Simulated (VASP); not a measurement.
Wanted: the native input for a VASP 6.6.1 run.

| Property | Result |
| --- | --- |
| Task | single point |
| Functional | PBEsol |
| Potentials or basis | VASP PAW PBE potentials, release 64 (As) |
| Cutoff | 520 eV |
| k mesh | 16 × 16 × 16 |
| Occupations | methfessel-paxton, width 0.1 eV |
| Spin | no spin polarisation |
| Dipole correction | no |
| Further INCAR settings | ALGO = Normal; EDIFF = 1e-07; NBANDS = 8 |

The structure of As lies in POSCAR:

```
As
1.0
    2.6884910589      0.0000000000      0.0000000000
    0.0000000000      2.6884910589      0.0000000000
    0.0000000000      0.0000000000      2.6884910589
As
1
Direct
    0.0000000000      0.0000000000      0.0000000000
```

The input as run:

INCAR

```
SYSTEM = As
PREC     = Accurate       ! precision mode
ENCUT    = 520            ! plane-wave cutoff, eV
EDIFF    = 1E-7           ! SCF threshold, eV
ISMEAR   = 1              ! smearing method
SIGMA    = 0.1            ! smearing width, eV
LREAL    = .FALSE.        ! projectors in reciprocal space
LASPH    = .TRUE.         ! aspherical terms in the spheres
NELM     = 80             ! most SCF steps
ALGO     = Normal         ! electronic algorithm
ISIF     = 2              ! what is computed and relaxed
LWAVE    = .FALSE.        ! write WAVECAR
LCHARG   = .FALSE.        ! write CHGCAR
GGA      = PS             ! functional
NBANDS   = 8              ! bands
```

KPOINTS

```
Automatic mesh
0
G
  16 16 16
  0 0 0
```

Potentials or basis: VASP PAW PBE potentials, release 64 (As).

Command:

```console
$ cat potpaw_PBE.64/As/POTCAR > POTCAR
$ mpirun -np 1 vasp_std > vasp.out
```

It gave:

```yaml
Pressure: 0.4 GPa
```

Caveat: the PAW data sets were made with another functional, which shifts forces and pressure a little.

Run time: 19 s on 1 thread of Intel(R) Xeon(R) Platinum 8375C CPU @ 2.90GHz (Ice Lake), on a shared host, peak memory 0.14 GiB.
